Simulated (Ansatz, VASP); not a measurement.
# MgI2: VASP beside Ansatz

```
Mg I
1.0
     4.39934    0.00000    0.00000
    -0.00176    4.40070    0.00000
    -1.13363   -1.59565   15.99246
Mg I
2 4
Direct
  0.59502 0.35908 0.74644
  0.40498 0.64092 0.25356
  0.12219 0.39694 0.85176
  0.87782 0.60306 0.14824
  0.56818 0.82093 0.64116
  0.43182 0.17907 0.35884
```

Change from the starting cell: relaxed end of: ordered vacancies on the anion sites of rhenium trioxide (P4/mmm, No. 123).

Alike in both runs: task single point; functional PBE; k mesh 4 × 4 × 1; occupations gaussian, width 0.1 eV; no spin polarisation.

|  | VASP | Ansatz |
| --- | --- | --- |
| version | VASP 6.6.1 | Ansatz 0.2.0 |
| potentials or method | VASP PAW PBE potentials, release 64 (Mg, I), cutoff 520 eV | scalar-relativistic, plane waves, PAW |
| valence electrons in the cell | 32 | 88 |

Ansatz gave:

| Item | Value |
| --- | --- |
| gap on the k mesh at the Fermi level (eV) | 3.33 |
| least direct gap on the mesh (eV) | 3.48 |
| pressure (GPa) | 0.0 |
| rms of the force components (eV/Å) | 0.003 |

Q: Which values does VASP return?

A: gap on the k mesh at the Fermi level (eV): 3.33; least direct gap on the mesh (eV): 3.47; pressure (GPa): 0.0; rms of the force components (eV/Å): 0.006.

Atom by atom the forces differ by 0.003 eV/Å (rms over components). VASP's potentials hold 32 valence electrons a cell and Ansatz's 88, so a difference there can come from the potentials and not from the codes.

Neither program's run includes spin-orbit coupling.
